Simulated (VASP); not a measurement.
# LiF (F-43m) in VASP: notebook

Runs on LiF. Level: PBE. Tasks: single point.

All numbers are computed with VASP 6.6.1; they aren't measurements. Logs are shortened: lines on timing, memory, paths and dates and some standing lists are left out, and cuts for length are marked.

### 1 The cell of the first run

The structure is cubic, space group F-43m (No. 216). Conventional cell: a = 4.289 Å, b = 4.289 Å, c = 4.289 Å, α = 90.00°, β = 90.00°, γ = 90.00°. Within 2.5 Å of Li (site symmetry -43m) lie 4 F at 1.86 Å. F (site symmetry -43m) has 4 Li at 1.86 Å within 2.5 Å.

### 2 Single point, PBE

Contents of INCAR:

```
PREC = Accurate
ENCUT = 520
EDIFF = 1E-6
ISMEAR = 0
SIGMA = 0.01
LREAL = F
LASPH = T
NELM = 100
ALGO = Normal
ISIF = 2
LWAVE = F
LCHARG = F
GGA = PE
NBANDS = 12
```

Contents of KPOINTS:

```
Automatic mesh
0
Gamma
  6 6 6
```

Contents of POSCAR:

```
LiF
1.0
    0.0000000000      2.1446106259      2.1446106259
    2.1446106259      0.0000000000      2.1446106259
    2.1446106259      2.1446106259      0.0000000000
Li F
1 1
Direct
    0.0000000000      0.0000000000      0.0000000000
    0.2500000000      0.2500000000      0.2500000000
```

Potentials or basis: VASP PAW PBE potentials, release 64 (Li_sv, F).

Command:

```sh
$ cat potpaw_PBE.64/Li_sv/POTCAR potpaw_PBE.64/F/POTCAR > POTCAR
$ mpirun -np 1 vasp_std > vasp.out
```

OUTCAR:

```text
PREC = Accurate
   ENCUT = 520
   EDIFF = 1E-6
   ISMEAR = 0
   LREAL = F
   LASPH = T
   NELM = 100
   ISIF = 2
   GGA = PE

 ion  position               nearest neighbor table
   1  0.000  0.000  0.000-   2 1.86   2 1.86   2 1.86   2 1.86
   2  0.250  0.250  0.250-   1 1.86   1 1.86   1 1.86   1 1.86

  LATTYP: Found a face centered cubic cell.
 ALAT       =     4.2892212518

  Lattice vectors:

 A1 = (   0.0000000000,   2.1446106259,   2.1446106259)
 A2 = (   2.1446106259,   0.0000000000,   2.1446106259)
 A3 = (   2.1446106259,   2.1446106259,   0.0000000000)

Analysis of symmetry for initial positions (statically):
=====================================================================
 Subroutine PRICEL returns:
 Original cell was already a primitive cell.

 Routine SETGRP: Setting up the symmetry group for a
 face centered cubic supercell.

 Subroutine GETGRP returns: Found 24 space group operations
 (whereof 24 operations were pure point group operations)
 out of a pool of 48 trial point group operations.

The static configuration has the point symmetry T_d .

Analysis of symmetry for dynamics (positions and initial velocities):
=====================================================================
 Subroutine PRICEL returns:
 Original cell was already a primitive cell.

 Routine SETGRP: Setting up the symmetry group for a
 face centered cubic supercell.

 Subroutine GETGRP returns: Found 24 space group operations
 (whereof 24 operations were pure point group operations)
 out of a pool of 48 trial point group operations.

The dynamic configuration has the point symmetry T_d .

 Subroutine INISYM returns: Found 24 space group operations
 (whereof 24 operations are pure point group operations),
 and found     1 'primitive' translations

----------------------------------------------------------------------------------------

                                     Primitive cell

  volume of cell :      19.7277

  direct lattice vectors                    reciprocal lattice vectors
     0.000000000  2.144610626  2.144610626    -0.233142555  0.233142555  0.233142555
     2.144610626  0.000000000  2.144610626     0.233142555 -0.233142555  0.233142555
     2.144610626  2.144610626  0.000000000     0.233142555  0.233142555 -0.233142555

  length of vectors
     3.032937433  3.032937433  3.032937433     0.403814750  0.403814750  0.403814750

  position of ions in fractional coordinates (direct lattice)
     0.000000000  0.000000000  0.000000000
     0.250000000  0.250000000  0.250000000

  ion indices of the primitive-cell ions
   primitive index   ion index
                 1           1
                 2           2

----------------------------------------------------------------------------------------

 KPOINTS: Automatic mesh

Automatic generation of k-mesh.
 Grid dimensions read from file:
 generate k-points for:    6    6    6

 Generating k-lattice:

  Cartesian coordinates                     Fractional coordinates (reciprocal lattice)
    -0.038857092  0.038857092  0.038857092     0.166666667  0.000000000  0.000000000
     0.038857092 -0.038857092  0.038857092     0.000000000  0.166666667  0.000000000
     0.038857092  0.038857092 -0.038857092     0.000000000  0.000000000  0.166666667

  Length of vectors
     0.067302458  0.067302458  0.067302458

  Shift w.r.t. Gamma in fractional coordinates (k-lattice)
     0.000000000  0.000000000  0.000000000

 Subroutine IBZKPT returns following result:
 ===========================================

 Found     16 irreducible k-points:

 Following reciprocal coordinates:
            Coordinates               Weight
  0.000000  0.000000  0.000000      1.000000
  0.166667  0.000000  0.000000      8.000000
  0.333333  0.000000  0.000000      8.000000
  0.500000  0.000000  0.000000      4.000000
  0.166667  0.166667  0.000000      6.000000
  0.333333  0.166667  0.000000     24.000000
[... 8 lines left out ...]
 -0.333333  0.333333  0.166667     24.000000
 -0.333333  0.500000  0.166667     12.000000
   k-points           NKPTS =     16   k-points in BZ     NKDIM =     16   number of bands    NBANDS=     12
   number of dos      NEDOS =    301   number of ions     NIONS =      2
   total plane-waves  NPLWV =  13824
   dimension x,y,z NGX =    24 NGY =   24 NGZ =   24
   dimension x,y,z NGXF=    48 NGYF=   48 NGZF=   48
   ions per type =               1   1
   NGX,Y,Z   is equivalent  to a cutoff of  13.16, 13.16, 13.16 a.u.
   NGXF,Y,Z  is equivalent  to a cutoff of  26.31, 26.31, 26.31 a.u.
 SYSTEM =  unknown system
   PREC   = accura    normal or accurate (medium, high low for compatibility)
   ISTART =      0    job   : 0-new  1-cont  2-samecut
   ICHARG =      2    charge: 1-file 2-atom 10-const
   ISPIN  =      1    spin polarized calculation?
   LNONCOLLINEAR =      F non collinear calculations
   LSORBIT =      F    spin-orbit coupling
   LASPH  =      T    aspherical Exc in radial PAW
   ENCUT  =  520.0 eV  38.22 Ry    6.18 a.u.   5.64  5.64  5.64*2*pi/ulx,y,z
   NELM   =    100;   NELMIN=  2; NELMDL= -5     # of ELM steps
   EDIFF  = 0.1E-05   stopping-criterion for ELM
   LREAL  =      F    real-space projection
   EDIFFG = 0.1E-04   stopping-criterion for IOM
   NSW    =      0    number of steps for IOM
   IBRION =     -1    ionic relax: 0-MD 1-quasi-New 2-CG
   NFREE  =      0    steps in history (QN), initial steepest desc. (CG)
   ISIF   =      2    stress and relaxation
   ISYM   =      2    0-nonsym 1-usesym 2-fastsym
   POTIM  = 0.5000    time-step for ionic-motion
   TEBEG  =    0.0;   TEEND  =   0.0 temperature during run
   PSTRESS=    0.0 pullay stress
   NELECT =      10.0000    total number of electrons
   NUPDOWN=      -1.0000    fix difference up-down
   EMIN   =  10.00;   EMAX   =-10.00  energy-range for DOS
   EFERMI =   0.00;   METHOD = LEGACY
   ISMEAR =     0;   SIGMA  =   0.01  broadening in eV -4-tet -1-fermi 0-gaus
   EFERMI_NEDOS =   21; number of points for ismear=-14 and -15
   IALGO  =     38    algorithm
   IMIX   =      4    mixing-type and parameters
     AMIX     =   0.40;   BMIX     =  1.00
     AMIX_MAG =   1.60;   BMIX_MAG =  1.00
  volume/ion in A,a.u.               =       9.86        66.56
  Fermi-wavevector in a.u.,A,eV,Ry     =   1.305318  2.466694 23.182361  1.703855
  Thomas-Fermi vector in A             =   2.436195
   LORBIT       =      0    0 simple, 1 ext, 2 COOP (PROOUT), +10 PAW based schemes
   GGA     = PE    functional components
   LHFCALC =     F    Hartree Fock is set to
   AEXX    =    0.0000 exact exchange contribution
   IVDW    =     0    specifies the selected vdW correction
   LEPSILON=     F    determine dielectric tensor
   LRPA    =     F    only Hartree local field effects (RPA)
 non-spin polarized calculation
 Gauss-broadening in eV      SIGMA  =   0.01
  energy-cutoff  :      520.00
  volume of cell :       19.73
 maximum number of plane-waves:       544
 NGX is ok and might be reduce to    24
   NGX = 11   NGY = 11   NGZ = 11

 number of electron      10.0000000 magnetization

 number of electron       9.9999987 magnetization

 Free energy of the ion-electron system (eV)
  ---------------------------------------------------
  ext. energy  EPLUGINS =         0.00000000
  ---------------------------------------------------
  free energy    TOTEN  =        -9.61752380 eV

  energy without entropy =       -9.61752380  energy(sigma->0) =       -9.61752380

 E-fermi :  -2.4730     XC(G=0):  -8.8653

 val. band max:       -2.5292840950   @ k =   0.0000   0.0000   0.0000
 cond. band min:       5.3887464708   @ k =   0.0000   0.0000   0.0000
 fundamental gap:      7.9180305659
 Fermi energy:        -2.4729877374

 k-point     1 :       0.0000    0.0000    0.0000
  band No.  band energies     occupation
      1     -42.8660      2.00000
      2     -21.8695      2.00000
      3      -2.5293      2.00000
      4      -2.5293      2.00000
      5      -2.5293      2.00000
      6       5.3887      0.00000
      7      16.9641      0.00000
      8      16.9641      0.00000
      9      16.9641      0.00000
     10      25.6206      0.00000
     11      25.6206      0.00000
     12      25.6206      0.00000

 k-point     2 :       0.1667    0.0000    0.0000
  band No.  band energies     occupation
      1     -42.8565      2.00000
      2     -21.8255      2.00000
      3      -3.0929      2.00000
      4      -2.5969      2.00000
      5      -2.5969      2.00000
      6       6.1449      0.00000
      7      16.2527      0.00000
      8      17.0752      0.00000
      9      17.0753      0.00000
     10      23.6395      0.00000
     11      23.6395      0.00000
     12      23.8401      0.00000

 k-point     3 :       0.3333    0.0000    0.0000
  band No.  band energies     occupation
      1     -42.8373      2.00000
      2     -21.7329      2.00000
      3      -4.0822      2.00000
      4      -2.7270      2.00000
      5      -2.7270      2.00000
      6       7.9530      0.00000
      7      14.1075      0.00000
      8      16.8686      0.00000
      9      16.8687      0.00000
     10      23.4904      0.00000
     11      23.4904      0.00000
     12      23.8802      0.00000
[... 166 lines left out ...]
 k-point    15 :      -0.3333    0.3333    0.1667
  band No.  band energies     occupation
      1     -42.8183      2.00000
      2     -21.6412      2.00000
      3      -4.1714      2.00000
      4      -3.3471      2.00000
      5      -3.1142      2.00000
      6       9.7548      0.00000
      7      12.2091      0.00000
      8      15.5125      0.00000
      9      17.4785      0.00000
     10      20.5221      0.00000
     11      25.4737      0.00000
     12      27.7736      0.00000

 k-point    16 :      -0.3333    0.5000    0.1667
  band No.  band energies     occupation
      1     -42.8152      2.00000
      2     -21.6276      2.00000
      3      -3.9784      2.00000
      4      -3.4617      2.00000
      5      -3.3067      2.00000
      6       9.1163      0.00000
      7      13.1568      0.00000
      8      14.9850      0.00000
      9      17.5935      0.00000
     10      19.9992      0.00000
     11      26.3990      0.00000
     12      27.6536      0.00000

------------------------ aborting loop because EDIFF is reached ----------------------------------------

  FORCE on cell =-STRESS in cart. coord.  units (eV):
  Direction    XX          YY          ZZ          XY          YZ          ZX
  --------------------------------------------------------------------------------------
  -------------------------------------------------------------------------------------
  Total        0.3489864      0.3489864      0.3489864      0.0000000      0.0000000      0.0000000
  in kB       28.3428625     28.3428625     28.3428625      0.0000000      0.0000000      0.0000000
  external PRESSURE =      28.3428625 kB  Pullay stress =       0.0000000 kB

 VOLUME and BASIS-vectors are now :
 -----------------------------------------------------------------------------
  energy-cutoff  :      520.00
  volume of cell :       19.73
      direct lattice vectors                 reciprocal lattice vectors
     0.000000000  2.144610626  2.144610626    -0.233142555  0.233142555  0.233142555
     2.144610626  0.000000000  2.144610626     0.233142555 -0.233142555  0.233142555
     2.144610626  2.144610626  0.000000000     0.233142555  0.233142555 -0.233142555

 POSITION                                       TOTAL-FORCE (eV/Angst)
 -----------------------------------------------------------------------------------
      0.00000      0.00000      0.00000         0.000000      0.000000      0.000000
      1.07231      1.07231      1.07231        -0.000000     -0.000000     -0.000000
 -----------------------------------------------------------------------------------
    total drift:                               -0.000000     -0.000000     -0.000000

  FREE ENERGIE OF THE ION-ELECTRON SYSTEM (eV)
  ---------------------------------------------------
  free  energy   TOTEN  =        -9.6175237997 eV

  energy  without entropy=       -9.6175237997  energy(sigma->0) =       -9.61752380
```

Run time: 4.7 s. Hardware: 1 thread of Intel Xeon 8259CL, shared host; peak memory 0.13 GiB.

Results:

```yaml
Free_energy: -9.6175 eV
Band_gap_on_the_k_mesh: 7.92 eV, direct
```

Caveat: the k points lie up to 0.42 Å⁻¹ apart; the cutoff is under 1.25 times the usual one of these potentials, so pressure, stress and relaxed cells hold a basis-set (Pulay) error.

### 3 Single point, PBE (volume changed by -5%)

Contents of INCAR:

```
PREC = Accurate ; ENCUT = 520
EDIFF = 1E-6 ; ISMEAR = 0
SIGMA = 0.01 ; LREAL = F
LASPH = T ; NELM = 100
ALGO = Normal ; ISIF = 2
LWAVE = F ; LCHARG = F
GGA = PE ; NBANDS = 12
```

Contents of KPOINTS:

```
regular mesh
0
Gamma
  6 6 6
```

Contents of POSCAR:

```
LiF
1.0
    0.0000000000      2.1082542697      2.1082542697
    2.1082542697      0.0000000000      2.1082542697
    2.1082542697      2.1082542697      0.0000000000
Li F
1 1
Direct
    0.0000000000      0.0000000000      0.0000000000
    0.2500000000      0.2500000000      0.2500000000
```

Potentials or basis: VASP PAW PBE potentials, release 64 (Li_sv, F).

Command:

```sh
$ cat potpaw_PBE.64/Li_sv/POTCAR potpaw_PBE.64/F/POTCAR > POTCAR
$ mpirun -np 1 vasp_std > vasp.out
```

OUTCAR:

```text
PREC = Accurate
   ENCUT = 520
   EDIFF = 1E-6
   ISMEAR = 0
   LREAL = F
   LASPH = T
   NELM = 100
   ISIF = 2
   GGA = PE

 ion  position               nearest neighbor table
   1  0.000  0.000  0.000-   2 1.83   2 1.83   2 1.83   2 1.83
   2  0.250  0.250  0.250-   1 1.83   1 1.83   1 1.83   1 1.83

  LATTYP: Found a face centered cubic cell.
 ALAT       =     4.2165085394

  Lattice vectors:

 A1 = (   0.0000000000,   2.1082542697,   2.1082542697)
 A2 = (   2.1082542697,   0.0000000000,   2.1082542697)
 A3 = (   2.1082542697,   2.1082542697,   0.0000000000)

Analysis of symmetry for initial positions (statically):
=====================================================================
 Subroutine PRICEL returns:
 Original cell was already a primitive cell.

 Routine SETGRP: Setting up the symmetry group for a
 face centered cubic supercell.

 Subroutine GETGRP returns: Found 24 space group operations
 (whereof 24 operations were pure point group operations)
 out of a pool of 48 trial point group operations.

The static configuration has the point symmetry T_d .

Analysis of symmetry for dynamics (positions and initial velocities):
=====================================================================
 Subroutine PRICEL returns:
 Original cell was already a primitive cell.

 Routine SETGRP: Setting up the symmetry group for a
 face centered cubic supercell.

 Subroutine GETGRP returns: Found 24 space group operations
 (whereof 24 operations were pure point group operations)
 out of a pool of 48 trial point group operations.

The dynamic configuration has the point symmetry T_d .

 Subroutine INISYM returns: Found 24 space group operations
 (whereof 24 operations are pure point group operations),
 and found     1 'primitive' translations

----------------------------------------------------------------------------------------

                                     Primitive cell

  volume of cell :      18.7413
[... 108 lines left out ...]
   IVDW    =     0    specifies the selected vdW correction
   LEPSILON=     F    determine dielectric tensor
   LRPA    =     F    only Hartree local field effects (RPA)
 non-spin polarized calculation
 Gauss-broadening in eV      SIGMA  =   0.01
  energy-cutoff  :      520.00
  volume of cell :       18.74
 maximum number of plane-waves:       531
 NGX is ok and might be reduce to    24
   NGX = 11   NGY = 11   NGZ = 11

 number of electron      10.0000008 magnetization

 Free energy of the ion-electron system (eV)
  ---------------------------------------------------
  ext. energy  EPLUGINS =         0.00000000
  ---------------------------------------------------
  free energy    TOTEN  =        -9.58656035 eV

  energy without entropy =       -9.58656035  energy(sigma->0) =       -9.58656035

 E-fermi :  -2.2187     XC(G=0):  -9.0952

 val. band max:       -2.2857154695   @ k =   0.0000   0.0000   0.0000
 cond. band min:       5.9214616104   @ k =   0.0000   0.0000   0.0000
 fundamental gap:      8.2071770800
 Fermi energy:        -2.2187110078

 k-point     1 :       0.0000    0.0000    0.0000
  band No.  band energies     occupation
      1     -42.4873      2.00000
      2     -21.7088      2.00000
      3      -2.2857      2.00000
      4      -2.2857      2.00000
      5      -2.2857      2.00000
      6       5.9215      0.00000
      7      17.6558      0.00000
      8      17.6558      0.00000
      9      17.6558      0.00000
     10      26.5949      0.00000
     11      26.5949      0.00000
     12      26.5949      0.00000
[... 211 lines left out ...]
 k-point    16 :      -0.3333    0.5000    0.1667
  band No.  band energies     occupation
      1     -42.4231      2.00000
      2     -21.4478      2.00000
      3      -3.8467      2.00000
      4      -3.2952      2.00000
      5      -3.1032      2.00000
      6       9.5690      0.00000
      7      13.7995      0.00000
      8      15.7632      0.00000
      9      18.5587      0.00000
     10      20.8830      0.00000
     11      27.5727      0.00000
     12      28.6964      0.00000

------------------------ aborting loop because EDIFF is reached ----------------------------------------

  FORCE on cell =-STRESS in cart. coord.  units (eV):
  Direction    XX          YY          ZZ          XY          YZ          ZX
  --------------------------------------------------------------------------------------
  -------------------------------------------------------------------------------------
  Total        0.7632947      0.7632947      0.7632947     -0.0000000      0.0000000     -0.0000000
  in kB       65.2535089     65.2535089     65.2535089     -0.0000000      0.0000000     -0.0000000
  external PRESSURE =      65.2535089 kB  Pullay stress =       0.0000000 kB

 VOLUME and BASIS-vectors are now :
 -----------------------------------------------------------------------------
  energy-cutoff  :      520.00
  volume of cell :       18.74
      direct lattice vectors                 reciprocal lattice vectors
     0.000000000  2.108254270  2.108254270    -0.237163044  0.237163044  0.237163044
     2.108254270  0.000000000  2.108254270     0.237163044 -0.237163044  0.237163044
     2.108254270  2.108254270  0.000000000     0.237163044  0.237163044 -0.237163044

 POSITION                                       TOTAL-FORCE (eV/Angst)
 -----------------------------------------------------------------------------------
      0.00000      0.00000      0.00000         0.000000      0.000000      0.000000
      1.05413      1.05413      1.05413        -0.000000     -0.000000     -0.000000
 -----------------------------------------------------------------------------------
    total drift:                                0.000001      0.000001      0.000000

  FREE ENERGIE OF THE ION-ELECTRON SYSTEM (eV)
  ---------------------------------------------------
  free  energy   TOTEN  =        -9.5865603467 eV

  energy  without entropy=       -9.5865603467  energy(sigma->0) =       -9.58656035
```

Run time: 6.3 s. Hardware: 1 thread of Intel Xeon 8259CL, shared host; peak memory 0.13 GiB.

What came out:

```
Free energy            : -9.5866 eV
Band gap on the k mesh : 8.21 eV, direct
```

Caveat: the k points lie up to 0.43 Å⁻¹ apart; the cutoff is under 1.25 times the usual one of these potentials, so pressure, stress and relaxed cells hold a basis-set (Pulay) error.
